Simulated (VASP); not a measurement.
A run of VASP 6.6.1:

Contents of INCAR:

```
SYSTEM = Al
PREC = Accurate
ENCUT = 520
EDIFF = 1E-6
ISMEAR = -1
SIGMA = 0.1
LREAL = .FALSE.
LASPH = .TRUE.
NELM = 60
ALGO = Normal
ISIF = 2
LWAVE = .FALSE.
LCHARG = .FALSE.
GGA = RE
NBANDS = 8
```

Contents of KPOINTS:

```
regular mesh
0
G
  13 13 13
  0 0 0
```

The input POSCAR:

```
Al
1.0
    2.8405904024      0.0000000000      0.0000000000
    0.0000000000      2.8405904024      0.0000000000
    0.0000000000      0.0000000000      2.8405904024
Al
1
Direct
    0.0000000000      0.0000000000      0.0000000000
```

Potentials or basis: VASP PAW PBE potentials, release 64 (Al).

Launch:

```console
$ cat potpaw_PBE.64/Al/POTCAR > POTCAR
$ mpirun -np 1 vasp_std > vasp.out
```

Hardware: 1 thread of Intel Xeon 8259CL (shared host).

Problem. How long does it take, and how much memory?

Solution. Run time: 13 s on 1 thread of Intel Xeon 8259CL, with other jobs on the host, peak memory 0.14 GiB. Counts: scf iterations 9, k points 84.
